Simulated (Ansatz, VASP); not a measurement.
SrO: VASP beside Ansatz

INCAR

```
PREC = Accurate
ENCUT = 520
EDIFF = 1E-7
ISMEAR = 0
SIGMA = 0.01
LREAL = False
LASPH = True
NELM = 100
ALGO = Normal
ISIF = 2
LWAVE = False
LCHARG = True
GGA = PE
LELF = True
LVHAR = True
NBANDS = 24
```

The input KPOINTS:

```
regular mesh
0
Gamma
  6 6 4
```

Contents of POSCAR:

```
SrO
1.0
    4.3320440626      0.0000000000      0.0000000000
   -2.1660220313      3.7516602085      0.0000000000
    0.0000000000      0.0000000000      5.2345212531
Sr O
2 2
Direct
    0.3333333333      0.6666666667      0.9375089398
    0.6666666667      0.3333333333      0.4375089398
    0.3333333333      0.6666666667      0.4374910602
    0.6666666667      0.3333333333      0.9374910602
```

Input for Ansatz:

```yaml
crystal:
  lattice:
    - [4.3320440626, 0.0, 0.0]
    - [-2.1660220313, 3.7516602085, 0.0]
    - [0.0, 0.0, 5.2345212531]
  atoms:
    - { symbol: Sr, position: [0.3333333333, 0.6666666667, 0.9375089398] }
    - { symbol: Sr, position: [0.6666666667, 0.3333333333, 0.4375089398] }
    - { symbol: O, position: [0.3333333333, 0.6666666667, 0.4374910602] }
    - { symbol: O, position: [0.6666666667, 0.3333333333, 0.9374910602] }
kpoints:
  mp_grid: { grid: [6, 6, 4] }
hamiltonian:
  xc: pbe
scf:
  occupations: { method: fixed }
  n_extra_bands: 5
output:
  forces: true
  stress: true
  eigenvalues: true
```

Alike in both runs: task single point; functional PBE; k mesh 6 × 6 × 4; no spin polarisation.

|  | VASP | Ansatz |
| --- | --- | --- |
| version | VASP 6.6.1 | Ansatz 0.2.0 |
| potentials or method | VASP PAW PBE potentials, release 64 (Sr_sv, O) | plane waves, PAW |
| plane-wave cutoff (eV) | 520 | 420 |
| occupations | gaussian, width 0.01 eV | fixed |
| valence electrons in the cell | 32 | 32 |

```tsv
	VASP	Ansatz	Ansatz less VASP
gap on the k mesh at the Fermi level (eV)	2.50	2.52	+0.016
pressure (GPa)	-1.5	-1.9	-0.38
traceless stress, the component that is largest in VASP (GPa)	-0.10	-0.11	-0.003
```

Ansatz's warnings: structure snapped to symmetry.
